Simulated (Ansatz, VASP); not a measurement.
Two plane-wave programs on Li

```
Li
1.0
     1.56077    0.90111    7.63856
    -1.56077    0.90111    7.63856
     0.00000   -1.80222    7.63856
Li
3
Direct
  0.00000 0.00000 0.00000
  0.22200 0.22200 0.22200
  0.77800 0.77800 0.77800
```

Change from the starting cell: volume scaled by 1.02, PAW files.

Alike in both runs: task electric field gradients; functional LDA; k mesh 12 × 12 × 12; occupations fermi-dirac, width 0.08 eV; no spin polarisation.

|  | VASP | Ansatz |
| --- | --- | --- |
| version | VASP 6.6.1 | Ansatz 0.2.0 |
| potentials or method | VASP PAW LDA potentials, release 64 (Li_sv) | PAW with Ansatz's default frozen-core files, scalar-relativistic |
| plane-wave cutoff (eV) | 520 | 420 |
| valence electrons in the cell | 9 | 9 |

|  | VASP | Ansatz | Ansatz less VASP |
| --- | --- | --- | --- |
| rms of the force components (eV/Å) | 0.004 | 0.004 | -0.0001 |

LDA's correlation is that of Perdew and Zunger in VASP and of Perdew and Wang (1992) in Ansatz. Atom by atom the forces differ by 0.000 eV/Å (rms over components).

Noted on VASP's run: the cutoff is short for stress, so the pressure is rough.
